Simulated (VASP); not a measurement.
# Al (P6_3/mmc) in VASP: further runs, part 2 of 2

VASP 6.6.1.

## 3. Single point, PBE+D3(BJ) (volume 15.092 Å^3 an atom, c/a of the conventional cell 3.2833)

File INCAR:

```
SYSTEM = Al
PREC = Accurate
ENCUT = 520
EDIFF = 1E-6
ISMEAR = 0
SIGMA = 0.15
LREAL = .False.
LASPH = .True.
NELM = 100
ALGO = Fast
ISIF = 2
LWAVE = .False.
LCHARG = .True.
GGA = PE
IVDW = 12
LELF = .True.
LVHAR = .True.
NBANDS = 14
```

File KPOINTS:

```
regular mesh
0
Gamma
  18 18 6
  0 0 0
```

File POSCAR:

```
Al
1.0
    2.7689895531      0.0000000000      0.0000000000
   -1.3844947766      2.3980152958      0.0000000000
    0.0000000000      0.0000000000      9.0914576847
Al
4
Direct
    0.0000000000      0.0000000000      0.0000000000
    0.3333333333      0.6666666667      0.2500000000
    0.0000000000      0.0000000000      0.5000000000
    0.6666666667      0.3333333333      0.7500000000
```

Potentials or basis: VASP PAW PBE potentials, release 64 (Al).

The run is started by

```console
$ cat potpaw_PBE.64/Al/POTCAR > POTCAR
$ mpirun -np 1 vasp_std > vasp.out
```

OUTCAR:

```text
SYSTEM = Al
   PREC = Accurate
   ENCUT = 520
   EDIFF = 1E-6
   ISMEAR = 0
   LREAL = .False.
   LASPH = .True.
   NELM = 100
   ISIF = 2
   GGA = PE
   IVDW = 12
 IVDW          = 12

 ion  position               nearest neighbor table
   1  0.000  0.000  0.000-   2 2.78   4 2.78   4 2.78   2 2.78   4 2.78   2 2.78
   2  0.333  0.667  0.250-   1 2.78   3 2.78   1 2.78   3 2.78   1 2.78   3 2.78
   3  0.000  0.000  0.500-   2 2.78   4 2.78   4 2.78   2 2.78   4 2.78   2 2.78
   4  0.667  0.333  0.750-   1 2.78   3 2.78   1 2.78   3 2.78   1 2.78   3 2.78

  LATTYP: Found a hexagonal cell.
 ALAT       =     2.7689895531
 C/A-ratio  =     3.2833123818

  Lattice vectors:

 A1 = (   2.7689895531,   0.0000000000,   0.0000000000)
 A2 = (  -1.3844947766,   2.3980152958,   0.0000000000)
 A3 = (   0.0000000000,   0.0000000000,   9.0914576847)

Analysis of symmetry for initial positions (statically):
=====================================================================
 Subroutine PRICEL returns:
 Original cell was already a primitive cell.

 Routine SETGRP: Setting up the symmetry group for a
 hexagonal supercell.

 Subroutine GETGRP returns: Found 24 space group operations
 (whereof 12 operations were pure point group operations)
 out of a pool of 24 trial point group operations.

The static configuration has the point symmetry D_3d.
 The point group associated with its full space group is D_6h.

Analysis of symmetry for dynamics (positions and initial velocities):
=====================================================================
 Subroutine PRICEL returns:
 Original cell was already a primitive cell.

 Routine SETGRP: Setting up the symmetry group for a
 hexagonal supercell.

 Subroutine GETGRP returns: Found 24 space group operations
 (whereof 12 operations were pure point group operations)
 out of a pool of 24 trial point group operations.

The dynamic configuration has the point symmetry D_3d.
 The point group associated with its full space group is D_6h.

[... 135 lines left out ...]
 Gauss-broadening in eV      SIGMA  =   0.15
  energy-cutoff  :      520.00
  volume of cell :       60.37
 maximum number of plane-waves:      1642
 NGX is ok and might be reduce to    24
   NGX = 11   NGY = 11   NGZ = 33

 number of electron      12.0000000 magnetization

 Free energy of the ion-electron system (eV)
  ---------------------------------------------------
  ext. energy  EPLUGINS =         0.00000000
  ---------------------------------------------------
  free energy    TOTEN  =       -14.79651922 eV

  energy without entropy =      -14.77911899  energy(sigma->0) =      -14.78781910

 E-fermi :   8.9487     XC(G=0): -10.5245

 val. band max:        8.9348814782   @ k =   0.3889   0.1111   0.0000
 cond. band min:       8.9515923158   @ k =   0.3889   0.2222   0.3333
 fundamental gap:      0.0167108376
 Fermi energy:         8.9486600928

 k-point     1 :       0.0000    0.0000    0.0000
  band No.  band energies     occupation
      1      -2.8038      2.00000
      2      -1.0284      2.00000
      3      -1.0227      2.00000
      4       3.9785      2.00000
      5       4.3896      2.00000
      6      12.4785      0.00000
      7      12.4918      0.00000
      8      20.4211      0.00000
      9      20.4211      0.00000
     10      20.4930      0.00000
     11      20.4930      0.00000
     12      21.4195      0.00000
     13      21.4391      0.00000
     14      21.5243      0.00000
[... 377 lines left out ...]
      1       2.4062      2.00000
      2       4.0784      2.00000
      3       4.0867      2.00000
      4       5.1001      2.00000
      5       6.8561      2.00000
      6       6.8631      2.00000
      7       8.9349      1.10336
      8       9.5311      0.00000
      9      11.3797      0.00000
     10      11.5631      0.00000
     11      12.8965      0.00000
     12      13.5177      0.00000
     13      13.9027      0.00000
     14      17.3728      0.00000

 [... further k-points ...]

------------------------ aborting loop because EDIFF is reached ----------------------------------------

 Edisp (eV)   -1.47610

 E8    (eV) :    -0.6610

  FORCE on cell =-STRESS in cart. coord.  units (eV):
  Direction    XX          YY          ZZ          XY          YZ          ZX
  --------------------------------------------------------------------------------------
  -------------------------------------------------------------------------------------
  Total       1.76674     1.76674     1.73107    -0.00000    -0.00000     0.00000
  in kB      46.88968    46.88968    45.94281    -0.00000    -0.00000     0.00000
  external pressure =       46.57 kB  Pullay stress =        0.00 kB

 VOLUME and BASIS-vectors are now :
 -----------------------------------------------------------------------------
  energy-cutoff  :      520.00
  volume of cell :       60.37
      direct lattice vectors                 reciprocal lattice vectors
     2.768989553  0.000000000  0.000000000     0.361142569  0.208505759  0.000000000
    -1.384494777  2.398015296  0.000000000     0.000000000  0.417011519  0.000000000
     0.000000000  0.000000000  9.091457685     0.000000000  0.000000000  0.109993362

 POSITION                                       TOTAL-FORCE (eV/Angst)
 -----------------------------------------------------------------------------------
      0.00000      0.00000      0.00000         0.000000      0.000000     -0.000000
     -0.00000      1.59868      2.27286         0.000000      0.000000      0.000000
      0.00000      0.00000      4.54573         0.000000      0.000000     -0.000000
      1.38449      0.79934      6.81859        -0.000000     -0.000000     -0.000000
 -----------------------------------------------------------------------------------
    total drift:                               -0.000000     -0.000000      0.000000

  FREE ENERGIE OF THE ION-ELECTRON SYSTEM (eV)
  ---------------------------------------------------
  free  energy   TOTEN  =       -16.2726198375 eV

  energy  without entropy=      -16.2552196070  energy(sigma->0) =      -16.26391972
```

OSZICAR:

```text
N       E                     dE             d eps       ncg     rms          rms(c)
DAV:   1     0.705080513550E+01    0.70508E+01   -0.41796E+03  4152   0.663E+02
DAV:   2    -0.142236505665E+02   -0.21274E+02   -0.19652E+02  5360   0.919E+01
DAV:   3    -0.148932953537E+02   -0.66964E+00   -0.66321E+00  5570   0.132E+01
DAV:   4    -0.148976732224E+02   -0.43779E-02   -0.43767E-02  4902   0.133E+00
DAV:   5    -0.148977226926E+02   -0.49470E-04   -0.49470E-04  5506   0.146E-01    0.292E+00
RMM:   6    -0.148387938715E+02    0.58929E-01   -0.45252E-03  4171   0.394E-01    0.171E+00
RMM:   7    -0.147968425669E+02    0.41951E-01   -0.12718E-02  4260   0.638E-01    0.195E-01
RMM:   8    -0.147965193207E+02    0.32325E-03   -0.73204E-04  4449   0.181E-01    0.238E-02
RMM:   9    -0.147965216829E+02   -0.23622E-05   -0.12101E-04  4797   0.752E-02    0.362E-02
RMM:  10    -0.147965238870E+02   -0.22041E-05   -0.19566E-05  4844   0.297E-02    0.138E-02
RMM:  11    -0.147965186237E+02    0.52633E-05   -0.52573E-06  4541   0.134E-02    0.101E-02
RMM:  12    -0.147965192195E+02   -0.59576E-06   -0.15346E-06  3715   0.768E-03
   1 F= -.16272620E+02 E0= -.16263920E+02  d E =-.174002E-01
```

It took 39 s on 1 thread of Intel Xeon 6975P-C (Granite Rapids), shared host; peak memory 0.25 GiB.

What came out:

```
Free energy                : -16.2726 eV
Pressure                   : 4.7 GPa
Band gap on the k mesh     : zero (band 6 reaches 12.98 eV, above the bottom of band 7 at 7.36 eV)
Dispersion energy per atom : -0.369 eV
```

Levels at points of the mesh, in eV from the Fermi level:
| k point | band 3 | band 4 | band 5 | band 6 | band 7 | band 8 | band 9 | band 10 |
| --- | --- | --- | --- | --- | --- | --- | --- | --- |
| (0.00, 0.00, 0.00) | -9.97 | -4.97 | -4.56 | 3.53 | 3.54 | 11.47 | 11.47 | 11.54 |
| (0.50, 0.00, 0.00) | -4.15 | -4.13 | -3.39 | -3.36 | 0.81 | 1.21 | 1.46 | 1.81 |
| (0.00, 0.00, 0.50) | -7.79 | -7.79 | -0.97 | -0.97 | 8.62 | 8.62 | 11.79 | 11.79 |
| (0.50, 0.00, 0.50) | -5.02 | -5.02 | -1.94 | -1.94 | -1.23 | -1.23 | 4.81 | 4.81 |

Caveat: pairwise dispersion overbinds metals, which lowers pressure and volume.
